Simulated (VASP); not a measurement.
# C (C2/m) in VASP: electric field gradients with r2SCAN

Aim: the electric field gradients of C with r2SCAN.

Everything below comes from runs of VASP 6.6.1. Logs are shortened: lines on timing, memory, paths and dates and some standing lists are left out, and cuts for length are marked.

## (1) The cell of the first run

Symmetry: C2/m, No. 12, monoclinic system. The conventional cell has a = 4.254 Å, b = 2.456 Å, c = 3.635 Å, α = 90.00°, β = 112.96°, γ = 90.00°. Within 1.6 Å of C (site symmetry m) lie 3 C at 1.16 to 1.56 Å.

## (2) Electric field gradients, r2SCAN

POSCAR

```
C
1.0
    1.2280287114      0.7090027071      3.3470114498
   -1.2280287114      0.7090027071      3.3470114498
    0.0000000000     -1.4180054142      3.3470114498
C
2
Direct
    0.7755200000      0.8655200000      0.8655200000
    0.2244800000      0.1344800000      0.1344800000
```

INCAR.step1

```
PREC = Accurate
ENCUT = 520
ISMEAR = -1
SIGMA = 0.05
LREAL = F
LASPH = T
NELM = 100
NBANDS = 11
GGA = PE
ALGO = Normal
EDIFF = 1E-4
LWAVE = T
LCHARG = F
```

INCAR.step2

```
PREC = Accurate
ENCUT = 520
EDIFF = 1E-8
ISMEAR = -1
SIGMA = 0.05
LREAL = F
LASPH = T
NELM = 100
ALGO = Normal
ISIF = 2
LWAVE = F
LCHARG = F
METAGGA = R2SCAN
LMIXTAU = T
LEFG = T
NBANDS = 11
ISTART = 1
```

KPOINTS

```
Automatic mesh
0
Gamma
  14 14 14
```

Potentials or basis: VASP PAW PBE potentials, release 64 (C).

Started as:

```
$ cat potpaw_PBE.64/C/POTCAR > POTCAR
$ cp INCAR.step1 INCAR
$ mpirun -np 1 vasp_std > vasp.out
$ cp INCAR.step2 INCAR
$ mpirun -np 1 vasp_std > vasp.out
```

OUTCAR:

```text
PREC = Accurate
   ENCUT = 520
   EDIFF = 1E-8
   ISMEAR = -1
   LREAL = F
   LASPH = T
   NELM = 100
   ISIF = 2
   METAGGA = R2SCAN
   ISTART = 1

 ion  position               nearest neighbor table
   1  0.776  0.866  0.866-   2 1.16   2 1.56   2 1.56
   2  0.224  0.134  0.134-   1 1.16   1 1.56   1 1.56

  LATTYP: Found a trigonal (rhomboedric) cell.
 ALAT       =     3.6350000000
 COS(alpha) =     0.7717355882

  Lattice vectors:

 A1 = (   1.2280287114,   0.7090027071,   3.3470114498)
 A2 = (  -1.2280287114,   0.7090027071,   3.3470114498)
 A3 = (   0.0000000000,  -1.4180054142,   3.3470114498)

Analysis of symmetry for initial positions (statically):
=====================================================================
 Subroutine PRICEL returns:
 Original cell was already a primitive cell.

 Routine SETGRP: Setting up the symmetry group for a
 trigonal (rhombohedral) supercell.

 Subroutine GETGRP returns: Found  4 space group operations
 (whereof  4 operations were pure point group operations)
 out of a pool of 12 trial point group operations.

The static configuration has the point symmetry C_2h.

Analysis of symmetry for dynamics (positions and initial velocities):
=====================================================================
 Subroutine PRICEL returns:
 Original cell was already a primitive cell.

 Routine SETGRP: Setting up the symmetry group for a
 trigonal (rhombohedral) supercell.

 Subroutine GETGRP returns: Found  4 space group operations
 (whereof  4 operations were pure point group operations)
 out of a pool of 12 trial point group operations.

The dynamic configuration has the point symmetry C_2h.

 Subroutine INISYM returns: Found  4 space group operations
 (whereof  4 operations are pure point group operations),
 and found     1 'primitive' translations

----------------------------------------------------------------------------------------

                                     Primitive cell

  volume of cell :      17.4850

  direct lattice vectors                    reciprocal lattice vectors
     1.228028711  0.709002707  3.347011450     0.407156604  0.235071975  0.099591333
    -1.228028711  0.709002707  3.347011450    -0.407156604  0.235071975  0.099591333
     0.000000000 -1.418005414  3.347011450     0.000000000 -0.470143950  0.099591333

  length of vectors
     3.635000000  3.635000000  3.635000000     0.480576495  0.480576495  0.480576495

  position of ions in fractional coordinates (direct lattice)
     0.775520000  0.865520000  0.865520000
     0.224480000  0.134480000  0.134480000

  ion indices of the primitive-cell ions
   primitive index   ion index
                 1           1
                 2           2

----------------------------------------------------------------------------------------

 KPOINTS: Automatic mesh

Automatic generation of k-mesh.
 Grid dimensions read from file:
 generate k-points for:   14   14   14

 Generating k-lattice:

  Cartesian coordinates                     Fractional coordinates (reciprocal lattice)
     0.029082615  0.016790855  0.007113667     0.071428571  0.000000000 -0.000000000
    -0.029082615  0.016790855  0.007113667     0.000000000  0.071428571 -0.000000000
     0.000000000 -0.033581711  0.007113667    -0.000000000 -0.000000000  0.071428571

  Length of vectors
     0.034326892  0.034326892  0.034326892

  Shift w.r.t. Gamma in fractional coordinates (k-lattice)
     0.000000000  0.000000000  0.000000000

 Subroutine IBZKPT returns following result:
 ===========================================

 Found    744 irreducible k-points:

 Following reciprocal coordinates:
            Coordinates               Weight
  0.000000  0.000000  0.000000      1.000000
  0.071429 -0.000000  0.000000      2.000000
 -0.000000  0.071429  0.000000      4.000000
  0.142857 -0.000000  0.000000      2.000000
 -0.000000  0.142857  0.000000      4.000000
  0.214286  0.000000  0.000000      2.000000
[... 16 lines left out ...]
 -0.071429 -0.214286 -0.000000      4.000000
  0.285714  0.071429  0.000000      4.000000
 [... further k-points ...]
   k-points           NKPTS =    744   k-points in BZ     NKDIM =    744   number of bands    NBANDS=     11
   number of dos      NEDOS =    301   number of ions     NIONS =      2
   total plane-waves  NPLWV =  21952
   dimension x,y,z NGX =    28 NGY =   28 NGZ =   28
   dimension x,y,z NGXF=    56 NGYF=   56 NGZF=   56
   ions per type =               2
   NGX,Y,Z   is equivalent  to a cutoff of  12.81, 12.81, 12.81 a.u.
   NGXF,Y,Z  is equivalent  to a cutoff of  25.61, 25.61, 25.61 a.u.
 SYSTEM =  unknown system
   PREC   = accura    normal or accurate (medium, high low for compatibility)
   ISTART =      1    job   : 0-new  1-cont  2-samecut
   ICHARG =      0    charge: 1-file 2-atom 10-const
   ISPIN  =      1    spin polarized calculation?
   LNONCOLLINEAR =      F non collinear calculations
   LSORBIT =      F    spin-orbit coupling
   LASPH  =      T    aspherical Exc in radial PAW
   ENCUT  =  520.0 eV  38.22 Ry    6.18 a.u.   6.76  6.76  6.76*2*pi/ulx,y,z
   NELM   =    100;   NELMIN=  2; NELMDL=  0     # of ELM steps
   EDIFF  = 0.1E-07   stopping-criterion for ELM
   LREAL  =      F    real-space projection
   EDIFFG = 0.1E-06   stopping-criterion for IOM
   NSW    =      0    number of steps for IOM
   IBRION =     -1    ionic relax: 0-MD 1-quasi-New 2-CG
   NFREE  =      0    steps in history (QN), initial steepest desc. (CG)
   ISIF   =      2    stress and relaxation
   ISYM   =      2    0-nonsym 1-usesym 2-fastsym
   POTIM  = 0.5000    time-step for ionic-motion
   TEBEG  =    0.0;   TEEND  =   0.0 temperature during run
   PSTRESS=    0.0 pullay stress
   NELECT =       8.0000    total number of electrons
   NUPDOWN=      -1.0000    fix difference up-down
   EMIN   =  10.00;   EMAX   =-10.00  energy-range for DOS
   EFERMI =   0.00;   METHOD = LEGACY
   ISMEAR =    -1;   SIGMA  =   0.05  broadening in eV -4-tet -1-fermi 0-gaus
   EFERMI_NEDOS =   21; number of points for ismear=-14 and -15
   IALGO  =     38    algorithm
   IMIX   =      4    mixing-type and parameters
     AMIX     =   0.40;   BMIX     =  1.00
     AMIX_MAG =   1.60;   BMIX_MAG =  1.00
  volume/ion in A,a.u.               =       8.74        59.00
  Fermi-wavevector in a.u.,A,eV,Ry     =   1.261488  2.383867 21.651666  1.591353
  Thomas-Fermi vector in A             =   2.394945
   LORBIT       =      0    0 simple, 1 ext, 2 COOP (PROOUT), +10 PAW based schemes
   METAGGA = R2SCAN    functional components
   LHFCALC =     F    Hartree Fock is set to
   AEXX    =    0.0000 exact exchange contribution
   IVDW    =     0    specifies the selected vdW correction
   LEPSILON=     F    determine dielectric tensor
   LRPA    =     F    only Hartree local field effects (RPA)
 non-spin polarized calculation
  energy-cutoff  :      520.00
  volume of cell :       17.48
 maximum number of plane-waves:       483
   NGX = 13   NGY = 13   NGZ = 13

 number of electron       8.0000000 magnetization

 Free energy of the ion-electron system (eV)
  ---------------------------------------------------
  ext. energy  EPLUGINS =         0.00000000
  ---------------------------------------------------
  free energy    TOTEN  =       -17.63076121 eV

  energy without entropy =      -17.62887184  energy(sigma->0) =      -17.62981652

 E-fermi :   4.9044     XC(G=0): -11.0832

 val. band max:        4.8970170967   @ k =   0.5000   0.5000   0.4286
 cond. band min:       4.9061418865   @ k =   0.1429   0.2143   0.1429
 fundamental gap:      0.0091247898
 Fermi energy:         4.9043745308

 k-point     1 :       0.0000    0.0000    0.0000
  band No.  band energies     occupation
      1     -16.4171      2.00000
      2      -2.6017      2.00000
      3      -1.8933      2.00000
      4       5.8375      0.00000
      5       8.4376      0.00000
      6       9.1668      0.00000
      7      15.7224      0.00000
      8      17.7372      0.00000
      9      20.7077      0.00000
     10      28.3874      0.00000
     11      29.5043      0.00000
[... 309 lines left out ...]
 k-point    24 :       0.2857    0.0714    0.0000
  band No.  band energies     occupation
      1     -14.8584      2.00000
      2      -4.9547      2.00000
      3      -0.9576      2.00000
      4       0.7026      2.00000
      5      11.6817      0.00000
      6      11.9835      0.00000
      7      14.7164      0.00000
      8      16.6827      0.00000
      9      20.5662      0.00000
     10      25.1003      0.00000
     11      29.5314      0.00000

 [... further k-points ...]

------------------------ aborting loop because EDIFF is reached ----------------------------------------

  FORCE on cell =-STRESS in cart. coord.  units (eV):
  Direction    XX          YY          ZZ          XY          YZ          ZX
  --------------------------------------------------------------------------------------
  -------------------------------------------------------------------------------------
  Total        9.6805136      3.4983755      0.0770796      5.3538886      0.4727447      0.8188154
  in kB      887.0418718    320.5620807      7.0629342    490.5858898     43.3184016     75.0294442
  external PRESSURE =     404.8889622 kB  Pullay stress =       0.0000000 kB

 VOLUME and BASIS-vectors are now :
 -----------------------------------------------------------------------------
  energy-cutoff  :      520.00
  volume of cell :       17.48
      direct lattice vectors                 reciprocal lattice vectors
     1.228028711  0.709002707  3.347011450     0.407156604  0.235071975  0.099591333
    -1.228028711  0.709002707  3.347011450    -0.407156604  0.235071975  0.099591333
     0.000000000 -1.418005414  3.347011450     0.000000000 -0.470143950  0.099591333

 POSITION                                       TOTAL-FORCE (eV/Angst)
 -----------------------------------------------------------------------------------
     -0.11052     -0.06381      8.38949        17.315116      9.996887     -0.281835
      0.11052      0.06381      1.65155       -17.315116     -9.996887      0.281835
 -----------------------------------------------------------------------------------
    total drift:                                0.000000     -0.000000      0.000000

  FREE ENERGIE OF THE ION-ELECTRON SYSTEM (eV)
  ---------------------------------------------------
  free  energy   TOTEN  =       -17.6307612056 eV

  energy  without entropy=      -17.6288718388  energy(sigma->0) =      -17.62981652

 Electric field gradients (V/A^2)
---------------------------------------------------------------------
 ion       V_xx      V_yy      V_zz      V_xy      V_xz      V_yz
---------------------------------------------------------------------
   1     -21.926     0.123    21.802   -19.095    -0.737    -0.425
   2     -21.926     0.123    21.802   -19.095    -0.737    -0.425
---------------------------------------------------------------------

 Electric field gradients after diagonalization (V/A^2)
 (convention: |V_zz| > |V_xx| > |V_yy|)
----------------------------------------------------------------------
 ion       V_xx      V_yy      V_zz     asymmetry (V_yy - V_xx)/ V_zz
----------------------------------------------------------------------
   1      21.816    11.148   -32.964       0.324
   2      21.816    11.148   -32.964       0.324
----------------------------------------------------------------------

           NMR quadrupolar parameters

 Cq : quadrupolar parameter    Cq=e*Q*V_zz/h
 eta: asymmetry parameters     (V_yy - V_xx)/ V_zz
 Q  : nuclear electric quadrupole moment in mb (millibarn)
----------------------------------------------------------------------
 ion       Cq(MHz)       eta       Q (mb)
----------------------------------------------------------------------
   1      -0.080       0.324       1.000
   2      -0.080       0.324       1.000
----------------------------------------------------------------------
```

It took 14 min on 1 thread of Intel Xeon Platinum 8259CL at 2.50GHz (Skylake/Cascade Lake), shared host; peak memory 0.24 GiB.

What came out:

- Free energy: -17.6308 eV
- Pressure: 40.5 GPa
- Largest force: 19.996 eV/Å
- Band gap on the k mesh: zero (bands 4 and 5 overlap by 2.03 eV)
- Largest electric field gradient by atom: C -33.0 V/Å²

Forces in eV/Å, atoms in the order of the input:
```
C    17.315   9.997  -0.282
C   -17.315  -9.997   0.282
```

Stress tensor (GPa, compression positive):
```
88.70 49.06  7.50
49.06 32.06  4.33
 7.50  4.33  0.71
```

Levels at points of the mesh, in eV from the Fermi level:
```csv
k point,band 1,band 2,band 3,band 4,band 5,band 6,band 7,band 8,band 9
"(0.00, 0.00, 0.00)",-21.32,-7.51,-6.80,0.93,3.53,4.26,10.82,12.83,15.80
"(0.50, 0.00, 0.00)",-16.75,-14.32,-5.81,-1.36,-0.01,8.66,11.38,12.85,19.09
"(0.00, 0.50, 0.00)",-16.72,-13.25,-7.08,-3.65,3.61,5.28,12.53,12.97,18.12
"(0.50, 0.50, 0.00)",-16.62,-13.15,-7.09,-4.36,2.92,5.00,13.38,15.66,18.08
"(0.00, 0.50, 0.50)",-16.69,-14.20,-5.87,-1.81,-1.09,8.25,13.82,14.66,19.24
"(0.50, 0.50, 0.50)",-21.03,-9.46,-6.77,0.90,3.50,10.42,10.79,12.95,15.63
```

Electric field gradients, principal values (V/Å²):
```tsv
atom	least	middle	greatest (by size)
1 C	11.148	21.816	-32.964
2 C	11.148	21.816	-32.964
```

Caveat: the stress differs along the axes, from 1 to 89 GPa; without QUAD_EFG the Cq values of the log hold for a quadrupole moment of 1 mb, not for the nuclei; the PAW data sets were made with another functional, which shifts forces and pressure a little.
